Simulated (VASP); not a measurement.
# HPt8 (P-3m1) in VASP: single point with PBE

Aim: the single point of HPt8 with PBE.

All numbers are computed with VASP 6.6.1; they aren't measurements. Logs are shortened: lines on timing, memory, paths and dates and some standing lists are left out, and cuts for length are marked.

### Step 1. The cell of the first run

The structure is trigonal, space group P-3m1 (No. 164). The conventional cell has a = 5.538 Å, b = 5.538 Å, c = 4.857 Å, α = 90.00°, β = 90.00°, γ = 120.00°. Pt (site symmetry m) has 1 H at 2.04 Å and 12 Pt at 2.73 to 2.96 Å within 3.0 Å. Within 3.6 Å of Pt (site symmetry 3m) lie 12 Pt at 2.77 to 2.91 Å and 3 H at 3.42 Å. H (site symmetry -3m) has 6 Pt at 2.04 Å within 2.7 Å.

### Step 2. Single point, PBE

INCAR reads:

```
PREC = Accurate ; ENCUT = 520
EDIFF = 1E-7 ; ISMEAR = 0
SIGMA = 0.1 ; LREAL = False
LASPH = True ; NELM = 60
ALGO = Fast ; ISIF = 2
LWAVE = False ; LCHARG = True
GGA = PE ; LELF = True
LVHAR = True ; NBANDS = 50
```

KPOINTS reads:

```
regular mesh
0
Gamma
  6 6 6
```

POSCAR reads:

```
HPt8
1.0
    5.5378495861      0.0000000000      0.0000000000
   -2.7689247931      4.7959184239      0.0000000000
    0.0000000000      0.0000000000      4.8570771763
Pt H
8 1
Direct
    0.3375425308      0.1687712654      0.7453472065
    0.3333333333      0.6666666667      0.7519262917
    0.8312287346      0.1687712654      0.7453472065
    0.8312287346      0.6624574692      0.7453472065
    0.1687712654      0.3375425308      0.2546527935
    0.1687712654      0.8312287346      0.2546527935
    0.6666666667      0.3333333333      0.2480737083
    0.6624574692      0.8312287346      0.2546527935
    0.0000000000      0.0000000000      0.0000000000
```

Potentials or basis: VASP PAW PBE potentials, release 64 (Pt, H).

Started as:

```bash
> cat potpaw_PBE.64/Pt/POTCAR potpaw_PBE.64/H/POTCAR > POTCAR
> mpirun -np 1 vasp_std > vasp.out
```

OUTCAR:

```text
PREC = Accurate
   ENCUT = 520
   EDIFF = 1E-7
   ISMEAR = 0
   LREAL = False
   LASPH = True
   NELM = 60
   ISIF = 2
   GGA = PE

 ion  position               nearest neighbor table
   1  0.338  0.169  0.745-   9 2.04   4 2.73   3 2.73   2 2.77   2 2.77   4 2.80   3 2.80   6 2.88
                             5 2.88   7 2.89   7 2.91   6 2.96   5 2.96
   2  0.333  0.667  0.752-   4 2.77   1 2.77   3 2.77   3 2.77   4 2.77   1 2.77   6 2.89   8 2.89
                             5 2.89   6 2.91   8 2.91   5 2.91
   3  0.831  0.169  0.745-   9 2.04   1 2.73   4 2.73   2 2.77   2 2.77   1 2.80   4 2.80   5 2.88
                             8 2.88   7 2.89   7 2.91   5 2.96   8 2.96
   4  0.831  0.662  0.745-   9 2.04   1 2.73   3 2.73   2 2.77   2 2.77   1 2.80   3 2.80   6 2.88
                             8 2.88   7 2.89   7 2.91   6 2.96   8 2.96
   5  0.169  0.338  0.255-   9 2.04   8 2.73   6 2.73   7 2.77   7 2.77   8 2.80   6 2.80   3 2.88
                             1 2.88   2 2.89   2 2.91   3 2.96   1 2.96
   6  0.169  0.831  0.255-   9 2.04   8 2.73   5 2.73   7 2.77   7 2.77   8 2.80   5 2.80   4 2.88
                             1 2.88   2 2.89   2 2.91   4 2.96   1 2.96
   7  0.667  0.333  0.248-   5 2.77   8 2.77   6 2.77   6 2.77   5 2.77   8 2.77   3 2.89   1 2.89
                             4 2.89   3 2.91   1 2.91   4 2.91
   8  0.662  0.831  0.255-   9 2.04   5 2.73   6 2.73   7 2.77   7 2.77   5 2.80   6 2.80   3 2.88
                             4 2.88   2 2.89   2 2.91   3 2.96   4 2.96
   9  0.000  0.000  0.000-   1 2.04   8 2.04   5 2.04   4 2.04   6 2.04   3 2.04

  LATTYP: Found a hexagonal cell.
 ALAT       =     5.5378495861
 C/A-ratio  =     0.8770691765

  Lattice vectors:

 A1 = (   5.5378495861,   0.0000000000,   0.0000000000)
 A2 = (  -2.7689247931,   4.7959184239,   0.0000000000)
 A3 = (   0.0000000000,   0.0000000000,   4.8570771763)

Analysis of symmetry for initial positions (statically):
=====================================================================
 Subroutine PRICEL returns:
 Original cell was already a primitive cell.

 Routine SETGRP: Setting up the symmetry group for a
 hexagonal supercell.

 Subroutine GETGRP returns: Found 12 space group operations
 (whereof 12 operations were pure point group operations)
 out of a pool of 24 trial point group operations.

The static configuration has the point symmetry D_3d.

Analysis of symmetry for dynamics (positions and initial velocities):
=====================================================================
 Subroutine PRICEL returns:
 Original cell was already a primitive cell.

 Routine SETGRP: Setting up the symmetry group for a
 hexagonal supercell.

[... 125 lines left out ...]
   ISYM   =      2    0-nonsym 1-usesym 2-fastsym
   POTIM  = 0.5000    time-step for ionic-motion
   TEBEG  =    0.0;   TEEND  =   0.0 temperature during run
   PSTRESS=    0.0 pullay stress
   NELECT =      81.0000    total number of electrons
   NUPDOWN=      -1.0000    fix difference up-down
   EMIN   =  10.00;   EMAX   =-10.00  energy-range for DOS
   EFERMI =   0.00;   METHOD = LEGACY
   ISMEAR =     0;   SIGMA  =   0.10  broadening in eV -4-tet -1-fermi 0-gaus
   EFERMI_NEDOS =   21; number of points for ismear=-14 and -15
   IALGO  =     68    algorithm
   IMIX   =      4    mixing-type and parameters
     AMIX     =   0.40;   BMIX     =  1.00
     AMIX_MAG =   1.60;   BMIX_MAG =  1.00
  volume/ion in A,a.u.               =      14.33        96.73
  Fermi-wavevector in a.u.,A,eV,Ry     =   1.401868  2.649147 26.738638  1.965234
  Thomas-Fermi vector in A             =   2.524687
   LORBIT       =      0    0 simple, 1 ext, 2 COOP (PROOUT), +10 PAW based schemes
   GGA     = PE    functional components
   LHFCALC =     F    Hartree Fock is set to
   AEXX    =    0.0000 exact exchange contribution
   IVDW    =     0    specifies the selected vdW correction
   LEPSILON=     F    determine dielectric tensor
   LRPA    =     F    only Hartree local field effects (RPA)
 non-spin polarized calculation
 RMM-DIIS sequential band-by-band and
 Gauss-broadening in eV      SIGMA  =   0.10
  energy-cutoff  :      520.00
  volume of cell :      129.00
 maximum number of plane-waves:      3510
 NGX is ok and might be reduce to    42
   NGX = 21   NGY = 21   NGZ = 19

 number of electron      81.0000004 magnetization

 Free energy of the ion-electron system (eV)
  ---------------------------------------------------
  ext. energy  EPLUGINS =         0.00000000
  ---------------------------------------------------
  free energy    TOTEN  =       -51.27157991 eV

  energy without entropy =      -51.20076644  energy(sigma->0) =      -51.23617317

 E-fermi :  10.2026     XC(G=0): -13.1659

 val. band max:       10.1997367013   @ k =   0.3333   0.0000   0.5000
 cond. band min:      10.2028219385   @ k =   0.1667   0.0000   0.0000
 fundamental gap:      0.0030852372
 Fermi energy:        10.2025953582

 k-point     1 :       0.0000    0.0000    0.0000
  band No.  band energies     occupation
      1      -0.1761      2.00000
      2       2.7024      2.00000
      3       3.1836      2.00000
      4       3.9144      2.00000
      5       3.9383      2.00000
      6       3.9383      2.00000
[... 1261 lines left out ...]
     49      16.4208      0.00000
     50      16.7545      0.00000

 [... further k-points ...]
[... 5 lines left out ...]
  --------------------------------------------------------------------------------------
  -------------------------------------------------------------------------------------
  Total       -0.3181683     -0.3181683     -0.4548614      0.0000000     -0.0000000      0.0000000
  in kB       -3.9516595     -3.9516595     -5.6493915      0.0000000     -0.0000000      0.0000000
  external PRESSURE =      -4.5175702 kB  Pullay stress =       0.0000000 kB

 VOLUME and BASIS-vectors are now :
 -----------------------------------------------------------------------------
  energy-cutoff  :      520.00
  volume of cell :      129.00
      direct lattice vectors                 reciprocal lattice vectors
     5.537849586  0.000000000  0.000000000     0.180575508  0.104255318  0.000000000
    -2.768924793  4.795918424  0.000000000     0.000000000  0.208510636  0.000000000
     0.000000000  0.000000000  4.857077176     0.000000000  0.000000000  0.205885137

 POSITION                                       TOTAL-FORCE (eV/Angst)
 -----------------------------------------------------------------------------------
      1.40194      0.80941      3.62021         0.005125      0.002959     -0.003947
     -0.00000      3.19728      3.65216         0.000000      0.000000     -0.001394
      4.13590      0.80941      3.62021        -0.005125      0.002959     -0.003947
      2.76892      3.17709      3.62021         0.000000     -0.005917     -0.003947
     -0.00000      1.61883      1.23687        -0.000000      0.005917      0.003947
     -1.36698      3.98651      1.23687         0.005125     -0.002959      0.003947
      2.76892      1.59864      1.20491         0.000000      0.000000      0.001394
      1.36698      3.98651      1.23687        -0.005125     -0.002959      0.003947
      0.00000      0.00000      0.00000         0.000000      0.000000     -0.000000
 -----------------------------------------------------------------------------------
    total drift:                               -0.000000      0.000000      0.000000

  FREE ENERGIE OF THE ION-ELECTRON SYSTEM (eV)
  ---------------------------------------------------
  free  energy   TOTEN  =       -51.2715799116 eV

  energy  without entropy=      -51.2007664360  energy(sigma->0) =      -51.23617317
```

Wall time 2.8 min (1 thread of AMD EPYC 9R45 (Zen 5), shared host); peak memory 0.3 GiB.

What came out:

* Free energy: -51.2716 eV
* Pressure: -0.5 GPa
* Largest force: 0.007 eV/Å
* Band gap on the k mesh: zero (an odd number of electrons rules out a gap without spin polarisation)

Forces in eV/Å, atoms in the order of the input:
```
Pt   0.005  0.003 -0.004
Pt   0.000  0.000 -0.001
Pt  -0.005  0.003 -0.004
Pt   0.000 -0.006 -0.004
Pt   0.000  0.006  0.004
Pt   0.005 -0.003  0.004
Pt   0.000  0.000  0.001
Pt  -0.005 -0.003  0.004
H    0.000  0.000  0.000
```

Stress tensor (GPa, compression positive):
```
-0.40  0.00  0.00
 0.00 -0.40  0.00
 0.00  0.00 -0.56
```

Caveat: spin-orbit coupling is left out, which moves the levels of the heavy elements.
